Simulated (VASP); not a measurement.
Set up this calculation in VASP 6.6.1, as the native input.

| Property | Result |
| --- | --- |
| Task | relaxation of cell and atoms |
| Functional | PBEsol |
| Potentials or basis | VASP PAW PBE potentials, release 64 (Ta_pv) |
| Cutoff | 600 eV |
| k mesh | 17 × 17 × 15 |
| Occupations | fermi-dirac, width 0.08 eV |
| Spin | no spin polarisation |
| Target pressure | 58 GPa |
| Dipole correction | no |
| Further INCAR settings | ALGO = Normal; EDIFF = 1e-07; IBRION = 2; EDIFFG = -0.005; NSW = 60; ISIF = 3 |

The structure of Ta lies in POSCAR:

```
Ta
1.0
    2.6584939700      0.0000000000      0.0000000000
   -1.3292469850      2.3023233138      0.0000000000
    0.0000000000      0.0000000000      2.4989843318
Ta
1
Direct
    0.0000000000      0.0000000000      0.0000000000
```

This isn't the form of Ta at room conditions, which is bcc.

The input as run:

INCAR

```
SYSTEM = Ta
PREC     = Accurate       ! precision mode
ENCUT    = 600            ! plane-wave cutoff, eV
EDIFF    = 1E-7           ! SCF threshold, eV
ISMEAR   = -1             ! smearing method
SIGMA    = 0.08           ! smearing width, eV
LREAL    = .FALSE.        ! projectors in reciprocal space
LASPH    = .TRUE.         ! aspherical terms in the spheres
NELM     = 100            ! most SCF steps
ALGO     = Normal         ! electronic algorithm
ISIF     = 3              ! what is computed and relaxed
LWAVE    = .FALSE.        ! write WAVECAR
LCHARG   = .FALSE.        ! write CHGCAR
GGA      = PS             ! functional
IBRION   = 2              ! ionic algorithm
NSW      = 60             ! ionic steps
EDIFFG   = -0.005         ! ionic threshold
PSTRESS  = 580.0
```

KPOINTS

```
Automatic mesh
0
G
  17 17 15
  0 0 0
```

Potentials or basis: VASP PAW PBE potentials, release 64 (Ta_pv).

Launch:

```bash
$ cat potpaw_PBE.64/Ta_pv/POTCAR > POTCAR
$ mpirun -np 1 vasp_std > vasp.out
```

It gave:

```yaml
Relaxed_volume: 15.31 Å³/atom
Relaxed_cell: a = 2.653 Å, b = 2.653 Å, c = 2.512 Å, α = 90.00°, β = 90.00°, γ = 120.00°
Space_group_after_relaxing_to_0.1_Å: P6/mmm (No. 191)
Energy_change_on_relaxing_the_run_minimises_the_enthalpy: -5.9 meV/atom
Ionic_steps: 9
Pressure_after_relaxing: 58.0 GPa
Band_gap_on_the_k_mesh: zero (an odd number of electrons rules out a gap without spin polarisation)
```

Caveat: the cell is relaxed towards a set pressure, so the run minimises the enthalpy, not the energy; the PAW data sets were made with another functional, which shifts forces and pressure a little; spin-orbit coupling is left out, which moves the levels of the heavy elements.

Wall time 3 min on 1 thread of Intel(R) Xeon(R) Platinum 8259CL CPU @ 2.50GHz (Skylake/Cascade Lake), on a shared host, peak memory 0.18 GiB.
